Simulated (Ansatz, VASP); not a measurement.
## One calculation of Zr, two programs

The input INCAR:

```
ALGO = Normal ; EDIFF = 1E-6
ENCUT = 520 ; GGA = PS
ISIF = 2 ; ISMEAR = -1
LASPH = T ; LCHARG = F
LREAL = F ; LWAVE = F
NBANDS = 12 ; NELM = 80
PREC = Accurate ; SIGMA = 0.1
```

File KPOINTS:

```
k-points
0
Gamma
  14 14 14
```

The input POSCAR:

```
Zr
1.0
   -1.7862483572      1.7862483572      1.7862483572
    1.7862483572     -1.7862483572      1.7862483572
    1.7862483572      1.7862483572     -1.7862483572
Zr
1
Direct
    0.0000000000      0.0000000000      0.0000000000
```

Input for Ansatz:

```yaml
crystal:
  lattice:
    - [-1.7862483572, 1.7862483572, 1.7862483572]
    - [1.7862483572, -1.7862483572, 1.7862483572]
    - [1.7862483572, 1.7862483572, -1.7862483572]
  atoms:
    - { symbol: Zr, position: [0.0, 0.0, 0.0] }
hamiltonian:
  xc: pbesol
  pseudopotentials:
    kind: paw
    azcp:
      Zr: "pseudopotentials/Zr.paw.azcp"
basis:
  ecutwfc: 420
  fft_grid_basis: typed
kpoints:
  mp_grid: { grid: [14, 14, 14], shift: [0, 0, 0] }
magnetization:
  spin_polarized: false
scf:
  occupations: { method: fermi_dirac, width: 0.1 }
  lower_state_search: "off"
output:
  stress: true
```

Alike in both runs: task single point; functional PBEsol; k mesh 14 × 14 × 14; occupations fermi-dirac, width 0.1 eV; no spin polarisation.

|  | VASP | Ansatz |
| --- | --- | --- |
| version | VASP 6.6.1 | Ansatz 0.2.0 |
| potentials or method | VASP PAW PBE potentials, release 64 (Zr_sv), cutoff 520 eV | plane waves (420 eV) with PAW, scalar-relativistic |
| valence electrons in the cell | 12 | 12 |

```tsv
	VASP	Ansatz	Ansatz less VASP
pressure (GPa)	-3.5	-3.6	-0.07
```

VASP's potentials were made for PBE, not for PBEsol, and Ansatz warns of the same on its side.
